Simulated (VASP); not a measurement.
Crystal: Si5C.

```
Si C
1.0
     2.71480    0.00000    0.00000
     0.00000    2.71480    0.00000
     0.00000    0.00000   10.41584
Si C
5 1
Cartesian
  1.3574 1.3574 1.1916
  0.0000 0.0000 3.2941
  1.3574 1.3574 5.2079
  0.0000 0.0000 7.1218
  1.3574 1.3574 9.2242
  0.0000 0.0000 0.0000
```

* Program: VASP 6.6.1
* Task: relaxation of cell and atoms
* Functional: PBE
* Potentials or basis: VASP PAW PBE potentials, release 64 (Si, C)
* Cutoff: 600 eV
* k mesh: 14 × 14 × 4
* Occupations: gaussian, width 0.1 eV
* Spin: no spin polarisation

At the start: pressure -0.4 GPa; volume 12.79 Å³/atom.

Question: Where does the relaxation end?

Answer: Over 12 steps the energy falls by 4.7 meV/atom and the volume is 12.66 Å³/atom (-1.0 %); space group P4/mmm (No. 123, to 0.1 Å) before and after.

Step by step:
| step | energy change (eV) | largest force (eV/Å) | pressure (GPa) | volume (Å³) |
| --- | --- | --- | --- | --- |
| 1 | 0.0000 | 0.1776 | -0.37 | 76.77 |
| 2 | -0.0054 | 0.1351 | -0.15 | 76.44 |
| 3 | -0.0146 | 0.0396 | 0.56 | 75.47 |
| 4 | -0.0193 | 0.0755 | -0.01 | 75.91 |
| 5 | -0.0202 | 0.0933 | -0.35 | 76.17 |
| 6 | -0.0227 | 0.1145 | 0.04 | 75.99 |
| 7 | -0.0228 | 0.1110 | -0.01 | 76.01 |
| 8 | -0.0249 | 0.0893 | 0.04 | 75.96 |
| 9 | -0.0275 | 0.0709 | 0.20 | 75.84 |
| 10 | -0.0276 | 0.0725 | 0.24 | 75.81 |
| 11 | -0.0265 | 0.1162 | -0.58 | 76.31 |
| 12 | -0.0279 | 0.0066 | -0.04 | 75.98 |

Final structure:
```
CELL_PARAMETERS angstrom
2.75668 0.00000 0.00000
0.00000 2.75668 0.00000
0.00000 0.00000 9.99821
ATOMIC_POSITIONS crystal
Si 0.50000 0.50000 0.11767
Si 0.00000 0.00000 0.31495
Si 0.50000 0.50000 0.50000
Si 0.00000 0.00000 0.68505
Si 0.50000 0.50000 0.88233
C 0.00000 0.00000 0.00000
```

Caveat: the highest band is partly filled, so the run has too few bands.
